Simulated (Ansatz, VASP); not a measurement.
**SnSe: VASP beside Ansatz**

POSCAR

```
SnSe
1.0
    0.0000000000      3.0401000000      3.0100000000
    3.0100000000      0.0000000000      3.0100000000
    3.0100000000      3.0401000000      0.0000000000
Sn Se
1 1
Direct
    0.0000000000      0.0000000000      0.0000000000
    0.5000000000      0.5000000000      0.5000000000
```

File INCAR.step1:

```
ALGO = Normal
EDIFF = 1E-4
ENCUT = 520
GGA = PE
ISMEAR = 0
LASPH = True
LCHARG = False
LREAL = False
LWAVE = True
NBANDS = 17
NELM = 100
PREC = Accurate
SIGMA = 0.05
```

Contents of INCAR.step2:

```
ALGO = Normal
EDIFF = 1E-6
ENCUT = 520
ISIF = 2
ISMEAR = 0
ISTART = 1
LASPH = True
LCHARG = False
LMIXTAU = True
LREAL = False
LWAVE = False
METAGGA = R2SCAN
NBANDS = 17
NELM = 100
PREC = Accurate
SIGMA = 0.05
```

File KPOINTS:

```
k-points
0
Gamma
  10 10 10
```

Input for Ansatz:

```yaml
crystal:
  lattice:
    - [0.0, 3.0401, 3.01]
    - [3.01, 0.0, 3.01]
    - [3.01, 3.0401, 0.0]
  atoms:
    - { symbol: Sn, position: [0.0, 0.0, 0.0] }
    - { symbol: Se, position: [0.5, 0.5, 0.5] }
basis:
  ecutwfc: 500
kpoints:
  mp_grid: { grid: [10, 10, 10] }
hamiltonian:
  xc: r2scan
scf:
  occupations: { method: gaussian, width: 0.05 }
output:
  forces: true
  stress: true
  eigenvalues: true
```

Change from the starting cell: strain +0.0100 x Voigt [0, 1, 0, 0, 0, 0], atoms carried along.

Alike in both runs: task single point; functional r2SCAN; k mesh 10 × 10 × 10; occupations gaussian, width 0.05 eV; no spin polarisation.

```csv
,VASP,Ansatz
version,VASP 6.6.1,Ansatz 0.2.0
potentials or method,"VASP PAW PBE potentials, release 64 (Sn_d, Se), cutoff 520 eV","scalar-relativistic, plane waves, PAW"
valence electrons in the cell,20,30
```

VASP gave:

| Item | Value |
| --- | --- |
| gap on the k mesh at the Fermi level (eV) | 0.41 |
| least direct gap on the mesh (eV) | 0.41 |
| pressure (GPa) | -0.5 |
| traceless stress, the component that is largest in VASP (GPa) | -0.77 |

**Question.** What did Ansatz give for the same quantities?

**Answer.** gap on the k mesh at the Fermi level (eV): 0.41; least direct gap on the mesh (eV): 0.41; pressure (GPa): -0.5; traceless stress, the component that is largest in VASP (GPa): -0.76.

VASP's potentials were made for PBE, not for r2SCAN. The functional is the same, so the differences come from potentials, cutoffs and numerics. VASP's potentials hold 20 valence electrons a cell and Ansatz's 30, so a difference there can come from the potentials and not from the codes.
